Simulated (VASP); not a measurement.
A run of VASP 6.6.1 is set up as follows.

The input INCAR:

```
SYSTEM = CaMg
PREC     = Accurate       ! precision mode
ENCUT    = 520            ! plane-wave cutoff, eV
EDIFF    = 1E-6           ! SCF threshold, eV
ISMEAR   = 0              ! smearing method
SIGMA    = 0.15           ! smearing width, eV
LREAL    = .FALSE.        ! projectors in reciprocal space
LASPH    = .TRUE.         ! aspherical terms in the spheres
NELM     = 80             ! most SCF steps
ALGO     = Fast           ! electronic algorithm
ISIF     = 2              ! what is computed and relaxed
LWAVE    = .FALSE.        ! write WAVECAR
LCHARG   = .FALSE.        ! write CHGCAR
GGA      = CA             ! functional
NBANDS   = 13             ! bands
```

KPOINTS

```
regular mesh
0
G
  12 12 12
  0 0 0
```

POSCAR

```
CaMg
1.0
    4.4123285250      0.0000000000      0.0000000000
    0.0000000000      3.5199474750      0.0000000000
    0.0000000000      0.0000000000      3.9661380000
Ca Mg
1 1
Direct
    0.0000000000      0.0000000000      0.0000000000
    0.5000000000      0.5000000000      0.5000000000
```

Potentials or basis: VASP PAW LDA potentials, release 64 (Ca_sv, Mg).

Run with:

```bash
$ cat potpaw_LDA.64/Ca_sv/POTCAR potpaw_LDA.64/Mg/POTCAR > POTCAR
$ mpirun -np 1 vasp_std > vasp.out
```

Q: Estimate the pressure.

A: -1.8 GPa.

Q: Estimate the band gap on the k mesh.

A: Zero (bands 6 and 7 overlap by 1.42 eV).

Stress tensor (GPa, compression positive):
```
-2.87  0.00  0.00
 0.00  0.23  0.00
 0.00  0.00 -2.83
```

Caveat: the cell differs from its parent crystal (strain +0.1125 x Voigt [1, -1, 0, 0, 0, 0]).
